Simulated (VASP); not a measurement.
InSb, 2 atoms in the cell. Symmetry: I-4m2, No. 119, tetragonal system. Conventional cell: a = 4.489 Å, b = 4.489 Å, c = 6.478 Å, α = 90.00°, β = 90.00°, γ = 90.00°. In (site symmetry -4m2) has 4 Sb at 2.77 Å within 3.6 Å. Within 3.6 Å of Sb (site symmetry -4m2) lie 4 In at 2.77 Å.  This cell differs from its parent crystal: equal xx and yy strain of -2 %.

| Item | Value |
| --- | --- |
| Program | VASP 6.6.1 |
| Task | single point |
| Functional | PBE |
| Potentials or basis | VASP PAW PBE potentials, release 64 (In_d, Sb) |
| Cutoff | 520 eV |
| k mesh | 10 × 10 × 10 |
| Occupations | fermi-dirac, width 0.03 eV |
| Spin | no spin polarisation |
| Dipole correction | no |
| Further INCAR settings | ALGO = Normal; EDIFF = 1e-06; NBANDS = 16 |

Potentials or basis: VASP PAW PBE potentials, release 64 (In_d, Sb).

The run is started by

```console
$ cat potpaw_PBE.64/In_d/POTCAR potpaw_PBE.64/Sb/POTCAR > POTCAR
$ mpirun -np 1 vasp_std > vasp.out
```

Hardware: 1 thread of Intel(R) Xeon(R) Platinum 8488C (Sapphire Rapids), with other jobs on the host.

**Question.** How long does it take, and how much memory?

**Answer.** Wall time 51 s on 1 thread of Intel(R) Xeon(R) Platinum 8488C (Sapphire Rapids), with other jobs on the host, peak memory 0.27 GiB. Counts: scf iterations 13, k points 102.
